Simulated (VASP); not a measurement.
# Sc (Im-3m) in VASP: further runs

Sc is run at these levels: r2SCAN; tasks: single point, relaxation of cell and atoms.

All numbers are computed with VASP 6.6.1; they aren't measurements. Logs are shortened: lines on timing, memory, paths and dates and some standing lists are left out, and cuts for length are marked.

## (1) The cell of the first run

It takes space group Im-3m (No. 229, cubic). Conventional cell: a = 3.688 Å, b = 3.688 Å, c = 3.688 Å, α = 90.00°, β = 90.00°, γ = 90.00°. Sc (site symmetry m-3m) has 14 Sc at 3.19 to 3.69 Å within 4.2 Å.

This isn't the form of Sc at room conditions, which is hcp.

## (2) Single point, r2SCAN

POSCAR reads:

```
Sc
1.0
   -1.8439210879      1.8439210879      1.8439210879
    1.8439210879     -1.8439210879      1.8439210879
    1.8439210879      1.8439210879     -1.8439210879
Sc
1
Direct
    0.0000000000      0.0000000000      0.0000000000
```

INCAR.step1 reads:

```
PREC     = Accurate       # precision mode
ENCUT    = 520            # plane-wave cutoff, eV
ISMEAR   = 1              # smearing method
SIGMA    = 0.05           # smearing width, eV
LREAL    = F              # projectors in reciprocal space
LASPH    = T              # aspherical terms in the spheres
NELM     = 100            # most SCF steps
NBANDS   = 12             # bands
GGA      = PE             # functional
ALGO     = Normal         # electronic algorithm
EDIFF    = 1E-4           # SCF threshold, eV
LWAVE    = T              # write WAVECAR
LCHARG   = F              # write CHGCAR
```

INCAR.step2 reads:

```
PREC     = Accurate       # precision mode
ENCUT    = 520            # plane-wave cutoff, eV
EDIFF    = 1E-6           # SCF threshold, eV
ISMEAR   = 1              # smearing method
SIGMA    = 0.05           # smearing width, eV
LREAL    = F              # projectors in reciprocal space
LASPH    = T              # aspherical terms in the spheres
NELM     = 100            # most SCF steps
ALGO     = Normal         # electronic algorithm
ISIF     = 2              # what is computed and relaxed
LWAVE    = F              # write WAVECAR
LCHARG   = F              # write CHGCAR
METAGGA  = R2SCAN         # meta-GGA
LMIXTAU  = T            
NBANDS   = 12             # bands
ISTART   = 1
```

KPOINTS reads:

```
Automatic mesh
0
Gamma
  16 16 16
```

Potentials or basis: VASP PAW PBE potentials, release 64 (Sc_sv).

The run is started by

```bash
$ cat potpaw_PBE.64/Sc_sv/POTCAR > POTCAR
$ cp INCAR.step1 INCAR
$ mpirun -np 1 vasp_std > vasp.out
$ cp INCAR.step2 INCAR
$ mpirun -np 1 vasp_std > vasp.out
```

OUTCAR:

```text
PREC = Accurate
   ENCUT = 520
   EDIFF = 1E-6
   ISMEAR = 1
   LREAL = F
   LASPH = T
   NELM = 100
   ISIF = 2
   METAGGA = R2SCAN
   ISTART = 1

 ion  position               nearest neighbor table
   1  0.000  0.000  0.000-

  LATTYP: Found a body centered cubic cell.
 ALAT       =     3.6878421758

  Lattice vectors:

 A1 = (  -1.8439210879,   1.8439210879,   1.8439210879)
 A2 = (   1.8439210879,  -1.8439210879,   1.8439210879)
 A3 = (   1.8439210879,   1.8439210879,  -1.8439210879)

Analysis of symmetry for initial positions (statically):
=====================================================================
 Subroutine PRICEL returns:
 Original cell was already a primitive cell.

 Routine SETGRP: Setting up the symmetry group for a
 body centered cubic supercell.

 Subroutine GETGRP returns: Found 48 space group operations
 (whereof 48 operations were pure point group operations)
 out of a pool of 48 trial point group operations.

The static configuration has the point symmetry O_h .

Analysis of symmetry for dynamics (positions and initial velocities):
=====================================================================
 Subroutine PRICEL returns:
 Original cell was already a primitive cell.

 Routine SETGRP: Setting up the symmetry group for a
 body centered cubic supercell.

 Subroutine GETGRP returns: Found 48 space group operations
 (whereof 48 operations were pure point group operations)
 out of a pool of 48 trial point group operations.

The dynamic configuration has the point symmetry O_h .

 Subroutine INISYM returns: Found 48 space group operations
 (whereof 48 operations are pure point group operations),
 and found     1 'primitive' translations

----------------------------------------------------------------------------------------

                                     Primitive cell

  volume of cell :      25.0777

  direct lattice vectors                    reciprocal lattice vectors
    -1.843921088  1.843921088  1.843921088     0.000000000  0.271161279  0.271161279
     1.843921088 -1.843921088  1.843921088     0.271161279  0.000000000  0.271161279
     1.843921088  1.843921088 -1.843921088     0.271161279  0.271161279  0.000000000

  length of vectors
     3.193765009  3.193765009  3.193765009     0.383479958  0.383479958  0.383479958

  position of ions in fractional coordinates (direct lattice)
     0.000000000  0.000000000  0.000000000

  ion indices of the primitive-cell ions
   primitive index   ion index
                 1           1

----------------------------------------------------------------------------------------

 KPOINTS: Automatic mesh

Automatic generation of k-mesh.
 Grid dimensions read from file:
 generate k-points for:   16   16   16

 Generating k-lattice:

  Cartesian coordinates                     Fractional coordinates (reciprocal lattice)
     0.000000000  0.016947580  0.016947580     0.062500000  0.000000000  0.000000000
     0.016947580  0.000000000  0.016947580     0.000000000  0.062500000  0.000000000
     0.016947580  0.016947580  0.000000000     0.000000000  0.000000000  0.062500000

  Length of vectors
     0.023967497  0.023967497  0.023967497

  Shift w.r.t. Gamma in fractional coordinates (k-lattice)
     0.000000000  0.000000000  0.000000000

 Subroutine IBZKPT returns following result:
 ===========================================

 Found    145 irreducible k-points:

 Following reciprocal coordinates:
            Coordinates               Weight
  0.000000  0.000000  0.000000      1.000000
  0.062500  0.000000  0.000000     12.000000
  0.125000  0.000000  0.000000     12.000000
  0.187500  0.000000  0.000000     12.000000
  0.250000  0.000000  0.000000     12.000000
  0.312500  0.000000  0.000000     12.000000
[... 16 lines left out ...]
  0.187500  0.187500  0.000000     24.000000
  0.250000  0.187500  0.000000     48.000000
 [... further k-points ...]
   k-points           NKPTS =    145   k-points in BZ     NKDIM =    145   number of bands    NBANDS=     12
   number of dos      NEDOS =    301   number of ions     NIONS =      1
   total plane-waves  NPLWV =  13824
   dimension x,y,z NGX =    24 NGY =   24 NGZ =   24
   dimension x,y,z NGXF=    48 NGYF=   48 NGZF=   48
   ions per type =               1
   NGX,Y,Z   is equivalent  to a cutoff of  12.49, 12.49, 12.49 a.u.
   NGXF,Y,Z  is equivalent  to a cutoff of  24.99, 24.99, 24.99 a.u.
 SYSTEM =  unknown system
   PREC   = accura    normal or accurate (medium, high low for compatibility)
   ISTART =      1    job   : 0-new  1-cont  2-samecut
   ICHARG =      0    charge: 1-file 2-atom 10-const
   ISPIN  =      1    spin polarized calculation?
   LNONCOLLINEAR =      F non collinear calculations
   LSORBIT =      F    spin-orbit coupling
   LASPH  =      T    aspherical Exc in radial PAW
   ENCUT  =  520.0 eV  38.22 Ry    6.18 a.u.   5.94  5.94  5.94*2*pi/ulx,y,z
   NELM   =    100;   NELMIN=  2; NELMDL=  0     # of ELM steps
   EDIFF  = 0.1E-05   stopping-criterion for ELM
   LREAL  =      F    real-space projection
   EDIFFG = 0.1E-04   stopping-criterion for IOM
   NSW    =      0    number of steps for IOM
   IBRION =     -1    ionic relax: 0-MD 1-quasi-New 2-CG
   NFREE  =      0    steps in history (QN), initial steepest desc. (CG)
   ISIF   =      2    stress and relaxation
   ISYM   =      2    0-nonsym 1-usesym 2-fastsym
   POTIM  = 0.5000    time-step for ionic-motion
   TEBEG  =    0.0;   TEEND  =   0.0 temperature during run
   PSTRESS=    0.0 pullay stress
   NELECT =      11.0000    total number of electrons
   NUPDOWN=      -1.0000    fix difference up-down
   EMIN   =  10.00;   EMAX   =-10.00  energy-range for DOS
   EFERMI =   0.00;   METHOD = LEGACY
   ISMEAR =     1;   SIGMA  =   0.05  broadening in eV -4-tet -1-fermi 0-gaus
   EFERMI_NEDOS =   21; number of points for ismear=-14 and -15
   IALGO  =     38    algorithm
   IMIX   =      4    mixing-type and parameters
     AMIX     =   0.40;   BMIX     =  1.00
     AMIX_MAG =   1.60;   BMIX_MAG =  1.00
  volume/ion in A,a.u.               =      25.08       169.23
  Fermi-wavevector in a.u.,A,eV,Ry     =   1.243875  2.350583 21.051274  1.547225
  Thomas-Fermi vector in A             =   2.378167
   LORBIT       =      0    0 simple, 1 ext, 2 COOP (PROOUT), +10 PAW based schemes
   METAGGA = R2SCAN    functional components
   LHFCALC =     F    Hartree Fock is set to
   AEXX    =    0.0000 exact exchange contribution
   IVDW    =     0    specifies the selected vdW correction
   LEPSILON=     F    determine dielectric tensor
   LRPA    =     F    only Hartree local field effects (RPA)
 non-spin polarized calculation
 Methfessel and Paxton  Order N= 1 SIGMA  =   0.05
  energy-cutoff  :      520.00
  volume of cell :       25.08
 maximum number of plane-waves:       691
   NGX = 11   NGY = 11   NGZ = 11

 number of electron      10.9999999 magnetization

 Free energy of the ion-electron system (eV)
  ---------------------------------------------------
  ext. energy  EPLUGINS =         0.00000000
  ---------------------------------------------------
  free energy    TOTEN  =       -11.27935082 eV

  energy without entropy =      -11.27959395  energy(sigma->0) =      -11.27943186

 E-fermi :   3.7345     XC(G=0): -10.5241

 val. band max:        3.7175513963   @ k =   0.1875   0.1875   0.1875
 cond. band min:       3.7384459536   @ k =  -0.3750   0.3750   0.1875
 fundamental gap:      0.0208945574
 Fermi energy:         3.7345090435

 k-point     1 :       0.0000    0.0000    0.0000
  band No.  band energies     occupation
      1     -48.0471      2.00000
      2     -25.4837      2.00000
      3     -25.4837      2.00000
      4     -25.4837      2.00000
      5      -1.8277      2.00000
      6       5.4230      0.00000
      7       5.4230      0.00000
      8       5.4230      0.00000
      9       6.7371      0.00000
     10       6.7371      0.00000
     11      18.2906      0.00000
     12      18.2907      0.00000

 k-point     2 :       0.0625    0.0000    0.0000
  band No.  band energies     occupation
      1     -48.0449      2.00000
      2     -25.4987      2.00000
      3     -25.4883      2.00000
      4     -25.4837      2.00000
      5      -1.7195      2.00000
      6       5.3678      0.00000
      7       5.4001      0.00000
      8       5.5000      0.00000
      9       6.6730      0.00000
     10       6.7399      0.00000
     11      18.0905      0.00000
     12      18.2712      0.00000

 k-point     3 :       0.1250    0.0000    0.0000
  band No.  band energies     occupation
      1     -48.0383      2.00000
      2     -25.5413      2.00000
      3     -25.5015      2.00000
      4     -25.4839      2.00000
      5      -1.4017      2.00000
      6       5.2150      0.00000
      7       5.2961      0.00000
      8       5.7263      0.00000
      9       6.5457      0.00000
     10       6.7512      0.00000
     11      17.4513      0.00000
     12      18.0816      0.00000

 k-point     4 :       0.1875    0.0000    0.0000
  band No.  band energies     occupation
      1     -48.0285      2.00000
      2     -25.6043      2.00000
      3     -25.5212      2.00000
      4     -25.4842      2.00000
      5      -0.8954      2.00000
      6       4.9979      0.00000
      7       5.0502      0.00000
      8       6.0862      0.00000
      9       6.4854      0.00000
     10       6.7782      0.00000
     11      16.3541      0.00000
     12      17.5244      0.00000

 k-point     5 :       0.2500    0.0000    0.0000
  band No.  band energies     occupation
      1     -48.0169      2.00000
      2     -25.6778      2.00000
      3     -25.5443      2.00000
      4     -25.4846      2.00000
      5      -0.2398      2.00000
      6       4.6965     -0.00000
      7       4.7572      0.00000
      8       6.5315      0.00000
      9       6.5506      0.00000
     10       6.8261      0.00000
     11      14.9572      0.00000
     12      16.7203      0.00000
[... 228 lines left out ...]
      1     -47.9866      2.00000
      2     -25.8346      2.00000
      3     -25.6166      2.00000
      4     -25.5050      2.00000
      5       2.0022      2.00000
      6       3.8265     -0.02584
      7       4.2017     -0.00000
      8       6.6754      0.00000
      9       7.1100      0.00000
     10       8.2527      0.00000
     11      11.2594      0.00000
     12      14.2316      0.00000

 k-point    22 :       0.4375    0.1250    0.0000
  band No.  band energies     occupation
      1     -47.9844      2.00000
      2     -25.8457      2.00000
      3     -25.6225      2.00000
      4     -25.5052      2.00000
      5       2.1948      2.00000
      6       3.8141     -0.04685
      7       4.1530     -0.00000
      8       6.6871      0.00000
      9       7.1443      0.00000
     10       8.4183      0.00000
     11      10.8807      0.00000
     12      14.0938      0.00000

 k-point    23 :       0.1875    0.1875    0.0000
  band No.  band energies     occupation
      1     -48.0026      2.00000
      2     -25.7424      2.00000
      3     -25.5725      2.00000
      4     -25.5103      2.00000
      5       0.7050      2.00000
      6       4.2069     -0.00000
      7       4.5240     -0.00000
      8       6.4169      0.00000
      9       7.0293      0.00000
     10       7.3110      0.00000
     11      14.3666      0.00000
     12      14.4537      0.00000

 k-point    24 :       0.2500    0.1875    0.0000
  band No.  band energies     occupation
      1     -47.9935      2.00000
      2     -25.7810      2.00000
      3     -25.6039      2.00000
      4     -25.5152      2.00000
      5       1.4214      2.00000
      6       3.9118     -0.00001
      7       4.3570     -0.00000
      8       6.5184      0.00000
      9       7.0676      0.00000
     10       7.8667      0.00000
     11      12.9518      0.00000
     12      13.8477      0.00000

 [... further k-points ...]

------------------------ aborting loop because EDIFF is reached ----------------------------------------

  FORCE on cell =-STRESS in cart. coord.  units (eV):
  Direction    XX          YY          ZZ          XY          YZ          ZX
  --------------------------------------------------------------------------------------
  -------------------------------------------------------------------------------------
  Total        0.0276051      0.0276051      0.0276051      0.0000000     -0.0000000      0.0000000
  in kB        1.7636548      1.7636548      1.7636548      0.0000000     -0.0000000      0.0000000
  external PRESSURE =       1.7636548 kB  Pullay stress =       0.0000000 kB

 VOLUME and BASIS-vectors are now :
 -----------------------------------------------------------------------------
  energy-cutoff  :      520.00
  volume of cell :       25.08
      direct lattice vectors                 reciprocal lattice vectors
    -1.843921088  1.843921088  1.843921088     0.000000000  0.271161279  0.271161279
     1.843921088 -1.843921088  1.843921088     0.271161279  0.000000000  0.271161279
     1.843921088  1.843921088 -1.843921088     0.271161279  0.271161279  0.000000000

 POSITION                                       TOTAL-FORCE (eV/Angst)
 -----------------------------------------------------------------------------------
      0.00000      0.00000      0.00000         0.000000     -0.000000      0.000000
 -----------------------------------------------------------------------------------
    total drift:                                0.000000      0.000000     -0.000000

  FREE ENERGIE OF THE ION-ELECTRON SYSTEM (eV)
  ---------------------------------------------------
  free  energy   TOTEN  =       -11.2793508151 eV

  energy  without entropy=      -11.2795939523  energy(sigma->0) =      -11.27943186
```

Run time: 44 s. Hardware: 1 thread of Intel Xeon Platinum 8559C (Emerald Rapids), shared host; peak memory 0.17 GiB.

What came out:

* Free energy: -11.2794 eV
* Pressure: 0.2 GPa
* Band gap on the k mesh: zero (an odd number of electrons rules out a gap without spin polarisation)

Levels at points of the mesh, in eV from the Fermi level:
| k point | band 1 | band 2 | band 3 | band 4 | band 5 | band 6 | band 7 | band 8 | band 9 | band 10 |
| --- | --- | --- | --- | --- | --- | --- | --- | --- | --- | --- |
| (0.00, 0.00, 0.00) | -51.78 | -29.22 | -29.22 | -29.22 | -5.56 | 1.69 | 1.69 | 1.69 | 3.00 | 3.00 |
| (0.50, 0.00, 0.00) | -51.72 | -29.60 | -29.34 | -29.22 | -1.82 | 0.26 | 0.46 | 3.01 | 3.32 | 4.37 |
| (0.50, 0.50, 0.50) | -51.68 | -29.48 | -29.48 | -29.48 | -1.29 | -1.29 | 4.08 | 4.08 | 4.08 | 6.40 |

Caveat: the PAW data sets were made with another functional, which shifts forces and pressure a little.

## (3) Relaxation of cell and atoms, r2SCAN

POSCAR is that of step 2.

INCAR.step1 reads:

```
PREC = Accurate ; ENCUT = 600
ISMEAR = 1 ; SIGMA = 0.05
LREAL = F ; LASPH = T
NELM = 80 ; GGA = PE
ALGO = Normal ; EDIFF = 1E-4
LWAVE = T ; LCHARG = F
```

INCAR.step2 reads:

```
PREC = Accurate ; ENCUT = 600
EDIFF = 1E-7 ; ISMEAR = 1
SIGMA = 0.05 ; LREAL = F
LASPH = T ; NELM = 80
ALGO = Normal ; ISIF = 3
LWAVE = F ; LCHARG = F
METAGGA = R2SCAN ; LMIXTAU = T
IBRION = 2 ; NSW = 80
EDIFFG = -0.03 ; ISTART = 1
```

KPOINTS reads:

```
regular mesh
0
Gamma
  16 16 16
```

Potentials or basis: VASP PAW PBE potentials, release 64 (Sc_sv).

The run is started by

```bash
$ cat potpaw_PBE.64/Sc_sv/POTCAR > POTCAR
$ cp INCAR.step1 INCAR
$ mpirun -np 1 vasp_std > vasp.out
$ cp INCAR.step2 INCAR
$ mpirun -np 1 vasp_std > vasp.out
```

Run time: 2.6 min. Hardware: 1 thread of Intel Xeon Platinum 8559C (Emerald Rapids), shared host; peak memory 0.2 GiB.

It converged, with:

* Free energy: -11.2797 eV
* Relaxed volume: 25.19 Å³/atom
* Relaxed cell: a = 3.199 Å, b = 3.199 Å, c = 3.199 Å, α = 109.47°, β = 109.47°, γ = 109.47°
* Space group after relaxing (to 0.1 Å): Im-3m (No. 229)
* Energy gained by relaxing: 0.1 meV/atom
* Ionic steps: 2
* Pressure after relaxing: 0.0 GPa
* Band gap on the k mesh: zero (an odd number of electrons rules out a gap without spin polarisation)

Final structure:
```
Sc
1.0
    -1.84678    1.84678    1.84678
     1.84678   -1.84678    1.84678
     1.84678    1.84678   -1.84678
Sc
1
Cartesian
  1.8468 1.8468 -1.8468
```

Levels at points of the mesh, in eV from the Fermi level:
| k point | band 1 | band 2 | band 3 | band 4 | band 5 | band 6 | band 7 | band 8 | band 9 |
| --- | --- | --- | --- | --- | --- | --- | --- | --- | --- |
| (0.00, 0.00, 0.00) | -51.79 | -29.23 | -29.23 | -29.23 | -5.55 | 1.68 | 1.68 | 1.68 | 2.99 |
| (0.50, 0.00, 0.00) | -51.74 | -29.61 | -29.35 | -29.24 | -1.81 | 0.26 | 0.46 | 3.00 | 3.30 |
| (0.50, 0.50, 0.50) | -51.69 | -29.49 | -29.49 | -29.49 | -1.28 | -1.28 | 4.06 | 4.06 | 4.06 |

Caveat: the PAW data sets were made with another functional, which shifts forces and pressure a little.

The gap in the log of VASP goes by the Fermi energy; the results here count the filled bands.